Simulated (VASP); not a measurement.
Here is a VASP 6.6.1 calculation.

INCAR

```
PREC = Accurate
ENCUT = 520
EDIFF = 1E-7
ISMEAR = -1
SIGMA = 0.1
LREAL = F
LASPH = T
NELM = 100
ALGO = Normal
ISIF = 2
LWAVE = F
LCHARG = F
GGA = B5
ALDAX = 1.0
AGGAX = 1.0
AGGAC = 1.0
ALDAC = 0.0
NBANDS = 10
```

File KPOINTS:

```
regular mesh
0
Gamma
  7 7 7
```

Contents of POSCAR:

```
Cs
1.0
    5.2761435059      0.0000000000      0.0000000000
    0.0000000000      5.2761435059      0.0000000000
    0.0000000000      0.0000000000      5.2761435059
Cs
1
Direct
    0.0000000000      0.0000000000      0.0000000000
```

Potentials or basis: VASP PAW PBE potentials, release 64 (Cs_sv).

The run is started by

```bash
$ cat potpaw_PBE.64/Cs_sv/POTCAR > POTCAR
$ mpirun -np 1 vasp_std > vasp.out
```

Question: What does it give for the pressure?

Answer: 0.0 GPa.

Caveat: the PAW data sets were made with another functional, which shifts forces and pressure a little.
